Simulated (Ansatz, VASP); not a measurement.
## RbSiPb: VASP beside Ansatz

```
Rb Si Pb
1.0
     4.79747    0.00000    0.00000
    -2.39874    4.15473    0.00000
     0.00000    0.00000    5.73207
Rb Si Pb
1 1 1
Cartesian
  0.0000 0.0000 0.0000
  0.0000 2.7698 2.8660
  2.3987 1.3849 2.8660
```

Change from the starting cell: species swapped into the NdCuGe type (P-6m2, No. 187).

Alike in both runs: task relaxation of cell and atoms; functional PBE; k mesh 12 × 12 × 8; occupations gaussian, width 0.1 eV; no spin polarisation.

```csv
,VASP,Ansatz
version,VASP 6.6.1,Ansatz 0.2.0
potentials or method,"VASP PAW PBE potentials, release 64 (Rb_sv, Si, Pb_d), cutoff 600 eV","scalar-relativistic, plane waves, PAW"
valence electrons in the cell,27,27
```

```csv
,VASP,Ansatz,Ansatz less VASP
"gap on the k mesh at the Fermi level, each at its own relaxed structure (eV)",none,none,-
relaxed volume (Å³/atom),37.99,37.95,-0.034
relaxed cell length with the largest relative difference (Å),5.761,5.755,-0.0053
```

A gap of «none» marks a metal or a gap that the smearing closes.

Spin-orbit coupling is off throughout.
